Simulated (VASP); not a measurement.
# Si3N4 (Pm-3m) in VASP: notebook

Si3N4 is run at these levels: PBE; tasks: single point.

All numbers are computed with VASP 6.6.1; they aren't measurements. Logs are shortened: lines on timing, memory, paths and dates and some standing lists are left out, and cuts for length are marked.

### 1 The cell of the first run

Symmetry: Pm-3m, No. 221, cubic system. The conventional cell has a = 3.824 Å, b = 3.824 Å, c = 3.824 Å, α = 90.00°, β = 90.00°, γ = 90.00°. Within 2.5 Å of Si (site symmetry 4/mmm) lie 6 N at 1.91 Å. Within 2.5 Å of N (site symmetry m-3m) lie 6 Si at 1.91 Å. N (site symmetry 4/mmm) has 4 Si at 1.91 Å within 2.5 Å.

### 2 Single point, PBE, collinear spin, ferromagnetic start

Input file INCAR:

```
SYSTEM = Si3N4
PREC = Accurate
ENCUT = 520
EDIFF = 1E-7
ISMEAR = 0
SIGMA = 0.1
LREAL = .False.
LASPH = .True.
NELM = 150
ALGO = Normal
ISIF = 2
LWAVE = .False.
LCHARG = .False.
ISPIN = 2
MAGMOM = 0 0 0 1 1 1 1
LORBIT = 11
GGA = PE
NBANDS = 29
```

Input file KPOINTS:

```
regular mesh
0
Gamma
  4 4 4
  0 0 0
```

Input file POSCAR:

```
Si3N4
1.0
    3.8236709560      0.0000000000      0.0000000000
    0.0000000000      3.8236709560      0.0000000000
    0.0000000000      0.0000000000      3.8236709560
Si N
3 4
Direct
    0.5000000000      0.5000000000      0.0000000000
    0.0000000000      0.5000000000      0.5000000000
    0.5000000000      0.0000000000      0.5000000000
    0.5000000000      0.5000000000      0.5000000000
    0.5000000000      0.0000000000      0.0000000000
    0.0000000000      0.5000000000      0.0000000000
    0.0000000000      0.0000000000      0.5000000000
```

Potentials or basis: VASP PAW PBE potentials, release 64 (Si, N).

Command:

```bash
> cat potpaw_PBE.64/Si/POTCAR potpaw_PBE.64/N/POTCAR > POTCAR
> mpirun -np 1 vasp_std > vasp.out
```

OUTCAR:

```text
SYSTEM = Si3N4
   PREC = Accurate
   ENCUT = 520
   EDIFF = 1E-7
   ISMEAR = 0
   LREAL = .False.
   LASPH = .True.
   NELM = 150
   ISIF = 2
   ISPIN = 2
   LORBIT = 11
   GGA = PE

 ion  position               nearest neighbor table
   1  0.500  0.500  0.000-   4 1.91   5 1.91   6 1.91   4 1.91   5 1.91   6 1.91   3 2.70   3 2.70
                             3 2.70   2 2.70   3 2.70   2 2.70   2 2.70   2 2.70
   2  0.000  0.500  0.500-   4 1.91   6 1.91   7 1.91   6 1.91   7 1.91   4 1.91   3 2.70   3 2.70
                             1 2.70   1 2.70   3 2.70   1 2.70   1 2.70   3 2.70
   3  0.500  0.000  0.500-   4 1.91   5 1.91   7 1.91   5 1.91   4 1.91   7 1.91   2 2.70   1 2.70
                             2 2.70   1 2.70   1 2.70   2 2.70   1 2.70   2 2.70
   4  0.500  0.500  0.500-   1 1.91   2 1.91   3 1.91   1 1.91   3 1.91   2 1.91
   5  0.500  0.000  0.000-   1 1.91   3 1.91   3 1.91   1 1.91
   6  0.000  0.500  0.000-   1 1.91   2 1.91   2 1.91   1 1.91
   7  0.000  0.000  0.500-   2 1.91   3 1.91   2 1.91   3 1.91

  LATTYP: Found a simple cubic cell.
 ALAT       =     3.8236709560

  Lattice vectors:

 A1 = (   3.8236709560,   0.0000000000,   0.0000000000)
 A2 = (   0.0000000000,   3.8236709560,   0.0000000000)
 A3 = (   0.0000000000,   0.0000000000,   3.8236709560)

Analysis of symmetry for initial positions (statically):
=====================================================================
 Subroutine PRICEL returns:
 Original cell was already a primitive cell.

 Routine SETGRP: Setting up the symmetry group for a
 simple cubic supercell.

 Subroutine GETGRP returns: Found 48 space group operations
 (whereof 48 operations were pure point group operations)
 out of a pool of 48 trial point group operations.

The static configuration has the point symmetry O_h .

Analysis of symmetry for dynamics (positions and initial velocities):
=====================================================================
 Subroutine PRICEL returns:
 Original cell was already a primitive cell.

 Routine SETGRP: Setting up the symmetry group for a
 simple cubic supercell.

 Subroutine GETGRP returns: Found 48 space group operations
 (whereof 48 operations were pure point group operations)
 out of a pool of 48 trial point group operations.

The dynamic configuration has the point symmetry O_h .

Analysis of structural, dynamic, and magnetic symmetry:
=====================================================================
 Subroutine PRICEL returns:
 Original cell was already a primitive cell.

 Routine SETGRP: Setting up the symmetry group for a
 simple cubic supercell.

 Subroutine GETGRP returns: Found 48 space group operations
 (whereof 48 operations were pure point group operations)
 out of a pool of 48 trial point group operations.

The overall configuration has the point symmetry O_h .

 Subroutine INISYM returns: Found 48 space group operations
 (whereof 48 operations are pure point group operations),
 and found     1 'primitive' translations

----------------------------------------------------------------------------------------

                                     Primitive cell

  volume of cell :      55.9038

  direct lattice vectors                    reciprocal lattice vectors
     3.823670956  0.000000000  0.000000000     0.261528780  0.000000000  0.000000000
     0.000000000  3.823670956  0.000000000     0.000000000  0.261528780  0.000000000
     0.000000000  0.000000000  3.823670956     0.000000000  0.000000000  0.261528780

  length of vectors
     3.823670956  3.823670956  3.823670956     0.261528780  0.261528780  0.261528780

  position of ions in fractional coordinates (direct lattice)
     0.500000000  0.500000000  0.000000000
     0.000000000  0.500000000  0.500000000
     0.500000000  0.000000000  0.500000000
     0.500000000  0.500000000  0.500000000
     0.500000000  0.000000000  0.000000000
     0.000000000  0.500000000  0.000000000
     0.000000000  0.000000000  0.500000000

[... 46 lines left out ...]
  0.500000  0.500000  0.250000      6.000000
  0.500000  0.500000  0.500000      1.000000
   k-points           NKPTS =     10   k-points in BZ     NKDIM =     10   number of bands    NBANDS=     29
   number of dos      NEDOS =    301   number of ions     NIONS =      7
   total plane-waves  NPLWV =  21952
   dimension x,y,z NGX =    28 NGY =   28 NGZ =   28
   dimension x,y,z NGXF=    56 NGYF=   56 NGZF=   56
   ions per type =               3   4
   NGX,Y,Z   is equivalent  to a cutoff of  12.17, 12.17, 12.17 a.u.
   NGXF,Y,Z  is equivalent  to a cutoff of  24.35, 24.35, 24.35 a.u.
 SYSTEM =  Si3N4
   PREC   = accura    normal or accurate (medium, high low for compatibility)
   ISTART =      0    job   : 0-new  1-cont  2-samecut
   ICHARG =      2    charge: 1-file 2-atom 10-const
   ISPIN  =      2    spin polarized calculation?
   LNONCOLLINEAR =      F non collinear calculations
   LSORBIT =      F    spin-orbit coupling
   LASPH  =      T    aspherical Exc in radial PAW
   ENCUT  =  520.0 eV  38.22 Ry    6.18 a.u.   7.11  7.11  7.11*2*pi/ulx,y,z
   NELM   =    150;   NELMIN=  2; NELMDL= -5     # of ELM steps
   EDIFF  = 0.1E-06   stopping-criterion for ELM
   LREAL  =      F    real-space projection
   EDIFFG = 0.1E-05   stopping-criterion for IOM
   NSW    =      0    number of steps for IOM
   IBRION =     -1    ionic relax: 0-MD 1-quasi-New 2-CG
   NFREE  =      0    steps in history (QN), initial steepest desc. (CG)
   ISIF   =      2    stress and relaxation
   ISYM   =      2    0-nonsym 1-usesym 2-fastsym
   POTIM  = 0.5000    time-step for ionic-motion
   TEBEG  =    0.0;   TEEND  =   0.0 temperature during run
   PSTRESS=    0.0 pullay stress
   NELECT =      32.0000    total number of electrons
   NUPDOWN=      -1.0000    fix difference up-down
   EMIN   =  10.00;   EMAX   =-10.00  energy-range for DOS
   EFERMI =   0.00;   METHOD = LEGACY
   ISMEAR =     0;   SIGMA  =   0.10  broadening in eV -4-tet -1-fermi 0-gaus
   EFERMI_NEDOS =   21; number of points for ismear=-14 and -15
   IALGO  =     38    algorithm
   IMIX   =      4    mixing-type and parameters
     AMIX     =   0.40;   BMIX     =  1.00
     AMIX_MAG =   1.60;   BMIX_MAG =  1.00
  volume/ion in A,a.u.               =       7.99        53.89
  Fermi-wavevector in a.u.,A,eV,Ry     =   1.359286  2.568679 25.138935  1.847660
  Thomas-Fermi vector in A             =   2.486047
   LORBIT       =     11    0 simple, 1 ext, 2 COOP (PROOUT), +10 PAW based schemes
   GGA     = PE    functional components
   LHFCALC =     F    Hartree Fock is set to
   AEXX    =    0.0000 exact exchange contribution
   IVDW    =     0    specifies the selected vdW correction
   LEPSILON=     F    determine dielectric tensor
   LRPA    =     F    only Hartree local field effects (RPA)
 spin polarized calculation
 Gauss-broadening in eV      SIGMA  =   0.10
  energy-cutoff  :      520.00
  volume of cell :       55.90
 maximum number of plane-waves:      1516
   NGX = 15   NGY = 15   NGZ = 15

 number of electron      32.0000007 magnetization       0.0104351

 number of electron      32.0000007 magnetization      -0.0000177

 Free energy of the ion-electron system (eV)
  ---------------------------------------------------
  ext. energy  EPLUGINS =         0.00000000
  ---------------------------------------------------
  free energy    TOTEN  =       -49.73942016 eV

  energy without entropy =      -49.73512322  energy(sigma->0) =      -49.73727169

 E-fermi :  12.2599     XC(G=0): -12.6094

 val. band max:       12.1667697516   @ k =   0.5000   0.5000   0.2500
 cond. band min:      12.3188770227   @ k =   0.5000   0.5000   0.5000
 fundamental gap:      0.1521072710
 Fermi energy:        12.2599292713

 spin component 1

 k-point     1 :       0.0000    0.0000    0.0000
  band No.  band energies     occupation
      1     -10.2107      1.00000
      2      -4.3142      1.00000
      3      -3.0520      1.00000
      4      -3.0520      1.00000
      5       0.3544      1.00000
      6       0.3544      1.00000
[... 299 lines left out ...]
     27      22.2072      0.00000
     28      22.2072      0.00000
 Fermi energy:        12.2599292713

 spin component 2

 k-point     1 :       0.0000    0.0000    0.0000
  band No.  band energies     occupation
      1     -10.2107      1.00000
      2      -4.3143      1.00000
      3      -3.0520      1.00000
      4      -3.0520      1.00000
      5       0.3544      1.00000
      6       0.3544      1.00000
[... 299 lines left out ...]
     27      22.2072      0.00000
     28      22.2072      0.00000
 [bands above 28 left out]

------------------------ aborting loop because EDIFF is reached ----------------------------------------

  FORCE on cell =-STRESS in cart. coord.  units (eV):
  Direction    XX          YY          ZZ          XY          YZ          ZX
  --------------------------------------------------------------------------------------
  -------------------------------------------------------------------------------------
  Total        0.0127527      0.0127527      0.0127527     -0.0000000     -0.0000000      0.0000000
  in kB        0.3654875      0.3654875      0.3654875     -0.0000000     -0.0000000      0.0000000
  external PRESSURE =       0.3654875 kB  Pullay stress =       0.0000000 kB

 VOLUME and BASIS-vectors are now :
 -----------------------------------------------------------------------------
  energy-cutoff  :      520.00
  volume of cell :       55.90
      direct lattice vectors                 reciprocal lattice vectors
     3.823670956  0.000000000  0.000000000     0.261528780  0.000000000  0.000000000
     0.000000000  3.823670956  0.000000000     0.000000000  0.261528780  0.000000000
     0.000000000  0.000000000  3.823670956     0.000000000  0.000000000  0.261528780

 POSITION                                       TOTAL-FORCE (eV/Angst)
 -----------------------------------------------------------------------------------
      1.91184      1.91184      0.00000         0.000000      0.000000      0.000000
      0.00000      1.91184      1.91184         0.000000      0.000000      0.000000
      1.91184      0.00000      1.91184         0.000000      0.000000      0.000000
      1.91184      1.91184      1.91184         0.000000      0.000000      0.000000
      1.91184      0.00000      0.00000         0.000000      0.000000      0.000000
      0.00000      1.91184      0.00000         0.000000      0.000000      0.000000
      0.00000      0.00000      1.91184         0.000000      0.000000      0.000000
 -----------------------------------------------------------------------------------
    total drift:                                0.000000      0.000000     -0.000000

  FREE ENERGIE OF THE ION-ELECTRON SYSTEM (eV)
  ---------------------------------------------------
  free  energy   TOTEN  =       -49.7394201644 eV

  energy  without entropy=      -49.7351232222  energy(sigma->0) =      -49.73727169

 total charge

# of ion       s       p       d       tot
------------------------------------------
    1        0.634   0.819   0.000   1.453
    2        0.634   0.819   0.000   1.453
    3        0.634   0.819   0.000   1.453
    4        1.237   2.747   0.000   3.985
    5        1.206   2.625   0.000   3.832
    6        1.206   2.625   0.000   3.832
    7        1.206   2.625   0.000   3.832
--------------------------------------------------
tot          6.758  13.081   0.000  19.839

 magnetization (x)

# of ion       s       p       d       tot
------------------------------------------
    1       -0.000   0.000   0.000   0.000
    2       -0.000   0.000   0.000   0.000
    3       -0.000   0.000   0.000   0.000
    4       -0.000  -0.000   0.000  -0.000
    5       -0.000  -0.000   0.000  -0.000
    6       -0.000  -0.000   0.000  -0.000
    7       -0.000  -0.000   0.000  -0.000
--------------------------------------------------
tot         -0.000  -0.000   0.000  -0.000
```

Run time: 15 s. Hardware: 1 thread of Intel Xeon 6975P-C (Granite Rapids), shared host; peak memory 0.17 GiB.

Results:

| Property | Result |
| --- | --- |
| Free energy | -49.7394 eV |
| Pressure | 0.0 GPa |
| Band gap on the k mesh | zero (filled and empty bands overlap) |
| Net moment | 0.00 μB per cell |
| Valence electrons inside the program's atomic spheres | Si 1.45; N 3.98, 3.83 |

Caveat: the k points lie up to 0.41 Å⁻¹ apart.

### 3 Single point, PBE, collinear spin, ferromagnetic start

This run uses another cell than the first one, of 10.03 Å³/atom, 1.256 times its volume.

Edit INCAR of step 2 so:

```diff
@@ -3,3 +3,3 @@
 ENCUT = 520
-EDIFF = 1E-7
+EDIFF = 1E-6
 ISMEAR = 0
```

KPOINTS is that of step 2.

Edit POSCAR of step 2 so:

```diff
@@ -2,5 +2,5 @@
 1.0
-    3.8236709560      0.0000000000      0.0000000000
-    0.0000000000      3.8236709560      0.0000000000
-    0.0000000000      0.0000000000      3.8236709560
+    4.1253208800      0.0000000000      0.0000000000
+    0.0000000000      4.1253208800      0.0000000000
+    0.0000000000      0.0000000000      4.1253208800
 Si N
```

Potentials or basis: VASP PAW PBE potentials, release 64 (Si, N).

Command:

```bash
> cat potpaw_PBE.64/Si/POTCAR potpaw_PBE.64/N/POTCAR > POTCAR
> mpirun -np 1 vasp_std > vasp.out
```

Run time: 15 s. Hardware: 1 thread of Intel Xeon 6975P-C (Granite Rapids), shared host; peak memory 0.2 GiB.

Results (log left out):

| Property | Result |
| --- | --- |
| Free energy | -47.8252 eV |
| Pressure | -35.0 GPa |
| Band gap on the k mesh | zero (filled and empty bands overlap) |
| Net moment | 0.00 μB per cell |
| Valence electrons inside the program's atomic spheres | Si 1.34; N 3.75, 3.63 |

Levels at points of the mesh, in eV from the Fermi level:
Spin up:
| k point | band 14 | band 15 | band 16 | band 17 | band 18 | band 19 |
| --- | --- | --- | --- | --- | --- | --- |
| (0.00, 0.00, 0.00) | -2.51 | -2.51 | -0.03 | -0.03 | -0.03 | 0.02 |
| (0.50, 0.00, 0.00) | -1.81 | -0.72 | -0.72 | 1.86 | 2.04 | 2.57 |
| (0.50, 0.50, 0.00) | -2.52 | -1.75 | 0.20 | 2.85 | 4.09 | 4.09 |
| (0.50, 0.50, 0.50) | -2.34 | 0.45 | 0.45 | 2.27 | 3.48 | 3.48 |
Spin down:
| k point | band 13 | band 14 | band 15 | band 16 | band 17 | band 18 | band 19 | band 20 |
| --- | --- | --- | --- | --- | --- | --- | --- | --- |
| (0.00, 0.00, 0.00) | -3.92 | -2.51 | -2.51 | -0.03 | -0.03 | -0.03 | 0.02 | 4.39 |
| (0.50, 0.00, 0.00) | -3.95 | -1.81 | -0.72 | -0.72 | 1.86 | 2.04 | 2.57 | 5.18 |
| (0.50, 0.50, 0.00) | -3.13 | -2.52 | -1.75 | 0.20 | 2.85 | 4.09 | 4.09 | 4.60 |
| (0.50, 0.50, 0.50) | -2.34 | -2.34 | 0.45 | 0.45 | 2.27 | 3.48 | 3.48 | 3.48 |

Caveat: the k points lie up to 0.38 Å⁻¹ apart.
